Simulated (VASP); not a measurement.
# MgO (Cm) in VASP: notebook, part 2 of 2

VASP 6.6.1.

## 3. Single point, PBEsol (atom 1 (Mg) moved by -0.212 Å along [1 1 0] and -0.318 Å along [0 0 1])

INCAR

```
PREC = Accurate
ENCUT = 520
EDIFF = 1E-7
ISMEAR = 0
SIGMA = 0.05
LREAL = False
LASPH = True
NELM = 80
ALGO = Normal
ISIF = 2
LWAVE = False
LCHARG = True
GGA = PS
LELF = True
LVHAR = True
NBANDS = 26
```

KPOINTS

```
Automatic mesh
0
Gamma
  6 6 6
```

POSCAR

```
MgO
1.0
    4.2149416169      0.0000000000      0.0000000000
    0.0000000000     -4.2149416169      0.0000000000
    0.0000000000      0.0000000000     -4.2149416169
Mg O
4 4
Direct
   -0.0355655312      0.0355655312      0.0754458849
    0.5000000000      0.5000000000      0.0000000000
    0.5000000000      0.0000000000      0.5000000000
    0.0000000000      0.5000000000      0.5000000000
    0.5000000000      0.0000000000      0.0000000000
    0.0000000000      0.5000000000      0.0000000000
    0.0000000000      0.0000000000      0.5000000000
    0.5000000000      0.5000000000      0.5000000000
```

Potentials or basis: VASP PAW PBE potentials, release 64 (Mg, O).

On the command line:

```console
cat potpaw_PBE.64/Mg/POTCAR potpaw_PBE.64/O/POTCAR > POTCAR
mpirun -np 1 vasp_std > vasp.out
```

OUTCAR:

```text
PREC = Accurate
   ENCUT = 520
   EDIFF = 1E-7
   ISMEAR = 0
   LREAL = False
   LASPH = True
   NELM = 80
   ISIF = 2
   GGA = PS

 ion  position               nearest neighbor table
   1  0.964  0.036  0.075-   7 1.80   6 1.99   5 1.99   5 2.28   6 2.28   7 2.43   4 2.66   3 2.66
                             2 2.79   4 2.88   3 2.88   2 3.00   2 3.00   3 3.12   4 3.12   2 3.21
   2  0.500  0.500  0.000-   5 2.11   6 2.11   8 2.11   8 2.11   5 2.11   6 2.11   1 2.79   4 2.98
                             4 2.98   3 2.98   3 2.98   3 2.98   4 2.98   3 2.98   4 2.98   1 3.00
   3  0.500  0.000  0.500-   5 2.11   7 2.11   8 2.11   5 2.11   8 2.11   7 2.11   1 2.66   1 2.88
                             2 2.98   4 2.98   2 2.98   2 2.98   2 2.98   4 2.98   4 2.98   4 2.98
   4  0.000  0.500  0.500-   6 2.11   7 2.11   8 2.11   6 2.11   7 2.11   8 2.11   1 2.66   1 2.88
                             3 2.98   3 2.98   2 2.98   2 2.98   3 2.98   2 2.98   2 2.98   3 2.98
   5  0.500  0.000  0.000-   1 1.99   2 2.11   3 2.11   3 2.11   2 2.11   1 2.28
   6  0.000  0.500  0.000-   1 1.99   2 2.11   4 2.11   4 2.11   2 2.11   1 2.28
   7  0.000  0.000  0.500-   1 1.80   3 2.11   4 2.11   4 2.11   3 2.11   1 2.43
   8  0.500  0.500  0.500-   2 2.11   3 2.11   4 2.11   2 2.11   3 2.11   4 2.11

  LATTYP: Found a simple cubic cell.
 ALAT       =     4.2149416169

  Lattice vectors:

 A1 = (   4.2149416169,   0.0000000000,   0.0000000000)
 A2 = (   0.0000000000,  -4.2149416169,   0.0000000000)
 A3 = (   0.0000000000,   0.0000000000,  -4.2149416169)

Analysis of symmetry for initial positions (statically):
=====================================================================
 Subroutine PRICEL returns:
 Original cell was already a primitive cell.

 Routine SETGRP: Setting up the symmetry group for a
 simple cubic supercell.

 Subroutine GETGRP returns: Found  2 space group operations
 (whereof  2 operations were pure point group operations)
 out of a pool of 48 trial point group operations.

The static configuration has the point symmetry C_1h.

Analysis of symmetry for dynamics (positions and initial velocities):
=====================================================================
[... 146 lines left out ...]
   LORBIT       =      0    0 simple, 1 ext, 2 COOP (PROOUT), +10 PAW based schemes
   GGA     = PS    functional components
   LHFCALC =     F    Hartree Fock is set to
   AEXX    =    0.0000 exact exchange contribution
   IVDW    =     0    specifies the selected vdW correction
   LEPSILON=     F    determine dielectric tensor
   LRPA    =     F    only Hartree local field effects (RPA)
 non-spin polarized calculation
 Gauss-broadening in eV      SIGMA  =   0.05
  energy-cutoff  :      520.00
  volume of cell :       74.88
 maximum number of plane-waves:      2040
   NGX = 15   NGY = 15   NGZ = 15

 number of electron      31.9999986 magnetization

 Free energy of the ion-electron system (eV)
  ---------------------------------------------------
  ext. energy  EPLUGINS =         0.00000000
  ---------------------------------------------------
  free energy    TOTEN  =       -49.26379075 eV

  energy without entropy =      -49.26379075  energy(sigma->0) =      -49.26379075

 E-fermi :   3.2379     XC(G=0): -11.2822

 val. band max:        3.0380158540   @ k =   0.0000   0.0000   0.0000
 cond. band min:       7.6167582856   @ k =   0.0000   0.0000   0.0000
 fundamental gap:      4.5787424316
 Fermi energy:         3.2378763560

 k-point     1 :       0.0000    0.0000    0.0000
  band No.  band energies     occupation
      1     -14.1812      2.00000
      2     -12.7061      2.00000
      3     -12.5961      2.00000
      4     -12.5338      2.00000
      5      -1.1279      2.00000
      6      -1.0913      2.00000
[... 685 lines left out ...]
     25      15.4370      0.00000
     26      16.3464      0.00000

 [... further k-points ...]
[... 5 lines left out ...]
  --------------------------------------------------------------------------------------
  -------------------------------------------------------------------------------------
  Total        0.6988744      0.6988744      4.0803159     -0.0241462     -0.1798936     -0.1798934
  in kB       14.9532295     14.9532295     87.3031035     -0.5166362     -3.8490329     -3.8490287
  external PRESSURE =      39.0698542 kB  Pullay stress =       0.0000000 kB

 VOLUME and BASIS-vectors are now :
 -----------------------------------------------------------------------------
  energy-cutoff  :      520.00
  volume of cell :       74.88
      direct lattice vectors                 reciprocal lattice vectors
     4.214941617  0.000000000  0.000000000     0.237251210  0.000000000  0.000000000
     0.000000000 -4.214941617  0.000000000     0.000000000 -0.237251210  0.000000000
     0.000000000  0.000000000 -4.214941617     0.000000000  0.000000000 -0.237251210

 POSITION                                       TOTAL-FORCE (eV/Angst)
 -----------------------------------------------------------------------------------
      4.06503     -0.14991     -0.31800         1.261363      1.261363      4.240998
      2.10747     -2.10747      0.00000        -0.383408     -0.383408      0.246154
      2.10747      0.00000     -2.10747        -0.476253      0.138526     -0.855772
      0.00000     -2.10747     -2.10747         0.138526     -0.476253     -0.855772
      2.10747      0.00000      0.00000        -0.337327     -0.198739     -0.442578
      0.00000     -2.10747      0.00000        -0.198739     -0.337327     -0.442578
      0.00000      0.00000     -2.10747        -0.059529     -0.059529     -1.988972
      2.10747     -2.10747     -2.10747         0.055367      0.055367      0.098521
 -----------------------------------------------------------------------------------
    total drift:                                0.000109      0.000109      0.000221

  FREE ENERGIE OF THE ION-ELECTRON SYSTEM (eV)
  ---------------------------------------------------
  free  energy   TOTEN  =       -49.2637907467 eV

  energy  without entropy=      -49.2637907467  energy(sigma->0) =      -49.26379075
```

OSZICAR:

```text
N       E                     dE             d eps       ncg     rms          rms(c)
DAV:   1     0.144128373361E+03    0.14413E+03   -0.15621E+04  3552   0.112E+03
DAV:   2    -0.456311984397E+02   -0.18976E+03   -0.18087E+03  4692   0.245E+02
DAV:   3    -0.549635260834E+02   -0.93323E+01   -0.92911E+01  4532   0.544E+01
DAV:   4    -0.550138819572E+02   -0.50356E-01   -0.50334E-01  3944   0.462E+00
DAV:   5    -0.550141098771E+02   -0.22792E-03   -0.22791E-03  4172   0.312E-01    0.136E+01
DAV:   6    -0.494136276135E+02    0.56005E+01   -0.17619E+01  3732   0.259E+01    0.439E+00
DAV:   7    -0.493231350479E+02    0.90493E-01   -0.28670E-01  3588   0.380E+00    0.268E+00
DAV:   8    -0.492663714955E+02    0.56764E-01   -0.11219E-01  3862   0.316E+00    0.490E-01
DAV:   9    -0.492636573639E+02    0.27141E-02   -0.79357E-03  4290   0.645E-01    0.144E-01
DAV:  10    -0.492637849021E+02   -0.12754E-03   -0.11871E-03  3890   0.225E-01    0.568E-02
DAV:  11    -0.492637911284E+02   -0.62264E-05   -0.10651E-04  4044   0.832E-02    0.184E-02
DAV:  12    -0.492637910154E+02    0.11300E-06   -0.29766E-05  3918   0.414E-02    0.931E-03
DAV:  13    -0.492637907042E+02    0.31124E-06   -0.33316E-06  4178   0.130E-02    0.181E-03
DAV:  14    -0.492637907467E+02   -0.42516E-07   -0.20697E-07  3174   0.482E-03
   1 F= -.49263791E+02 E0= -.49263791E+02  d E =-.150453E-10
```

Run time: 52 s. Hardware: 1 thread of Intel Xeon 6975P-C (Granite Rapids), shared host; peak memory 0.23 GiB.

What came out:

```
Free energy            : -49.2638 eV
Pressure               : 3.9 GPa
Largest force          : 4.601 eV/Å
Band gap on the k mesh : 4.58 eV, direct
```

Forces in eV/Å, atoms in the order of the input:
```
Mg   1.261  1.261  4.241
Mg  -0.383 -0.383  0.246
Mg  -0.476  0.139 -0.856
Mg   0.139 -0.476 -0.856
O   -0.337 -0.199 -0.443
O   -0.199 -0.337 -0.443
O   -0.060 -0.060 -1.989
O    0.055  0.055  0.099
```

Levels at points of the mesh, in eV from the valence-band top:
| k point | band 12 | band 13 | band 14 | band 15 | band 16 | band 17 | band 18 | band 19 | band 20 | band 21 |
| --- | --- | --- | --- | --- | --- | --- | --- | --- | --- | --- |
| (0.00, 0.00, 0.00) | -1.32 | -1.31 | -0.06 | -0.04 | 0.00 | 4.58 | 8.76 | 8.98 | 9.00 | 9.66 |
| (0.50, 0.00, 0.00) | -1.73 | -0.82 | -0.77 | -0.75 | -0.72 | 7.85 | 8.00 | 10.52 | 10.93 | 11.24 |
| (0.00, 0.00, 0.50) | -1.76 | -0.86 | -0.86 | -0.69 | -0.65 | 7.69 | 8.04 | 10.42 | 11.15 | 11.16 |
| (0.50, 0.50, 0.00) | -1.91 | -0.77 | -0.76 | -0.63 | -0.49 | 9.12 | 9.30 | 9.35 | 9.47 | 11.15 |
| (0.00, 0.50, 0.50) | -1.85 | -0.76 | -0.69 | -0.66 | -0.56 | 9.02 | 9.23 | 9.41 | 9.57 | 11.04 |
| (0.50, 0.50, 0.50) | -0.69 | -0.67 | -0.63 | -0.58 | -0.48 | 7.57 | 7.71 | 7.77 | 7.81 | 12.11 |

Caveat: the cell differs from its parent crystal (atom 1 (Mg) moved by -0.212 Å along [1 1 0] and -0.318 Å along [0 0 1]); the PAW data sets were made with another functional, which shifts forces and pressure a little.
